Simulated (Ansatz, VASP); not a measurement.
**Two plane-wave programs on NaI**

INCAR

```
ALGO = Normal ; EDIFF = 1E-7
ENCUT = 520 ; GGA = PS
ISIF = 2 ; ISMEAR = 0
LASPH = T ; LCHARG = F
LREAL = F ; LWAVE = F
NBANDS = 14 ; NELM = 100
PREC = Accurate ; SIGMA = 0.01
```

The input KPOINTS:

```
k-points
0
Gamma
  4 4 4
```

The input POSCAR:

```
NaI
1.0
    0.0000000000      3.2364000000      3.2364000000
    3.2364000000      0.0000000000      3.2364000000
    3.2364000000      3.2364000000      0.0000000000
Na I
1 1
Direct
    0.0010879706      0.0055520294      0.0030779706
    0.5179100000      0.5248900000      0.4300800000
```

Input for Ansatz:

```yaml
crystal:
  lattice:
    - [0.0, 3.2364, 3.2364]
    - [3.2364, 0.0, 3.2364]
    - [3.2364, 3.2364, 0.0]
  atoms:
    - { symbol: Na, position: [0.001087970584600173, 0.005552029415399827, 0.003077970584600173] }
    - { symbol: I, position: [0.51791, 0.52489, 0.43008] }
basis:
  ecutwfc: 540.0
  xc_grid: 2
kpoints:
  mp_grid:
    grid: [4, 4, 4]
hamiltonian:
  xc: pbesol
scf:
  convergence:
    dr2_threshold: 1.0e-09
  occupations:
    method: fixed
output:
  forces: true
  stress: true
```

Alike in both runs: task single point; functional PBEsol; k mesh 4 × 4 × 4; no spin polarisation.

|  | VASP | Ansatz |
| --- | --- | --- |
| version | VASP 6.6.1 | Ansatz 0.2.0 |
| potentials or method | VASP PAW PBE potentials, release 64 (Na_pv, I), cutoff 520 eV | plane waves, PAW |
| occupations | gaussian, width 0.01 eV | fixed |
| valence electrons in the cell | 14 | 26 |

VASP gave:

| Quantity | Value |
| --- | --- |
| pressure (GPa) | 0.0 |
| traceless stress, the component that is largest in VASP (GPa) | -0.22 |
| rms of the force components (eV/Å) | 0.138 |

Estimate Ansatz's values.

pressure (GPa): -0.1; traceless stress, the component that is largest in VASP (GPa): -0.21; rms of the force components (eV/Å): 0.136.

VASP's potentials were made for PBE, not for PBEsol. Atom by atom the forces differ by 0.002 eV/Å (rms over components). VASP's potentials hold 14 valence electrons a cell and Ansatz's 26, so a difference there can come from the potentials and not from the codes. Ansatz's warnings: stress scf threshold loose.

The k mesh is coarse, so the values compare programs but aren't converged. Neither program's run includes spin-orbit coupling.
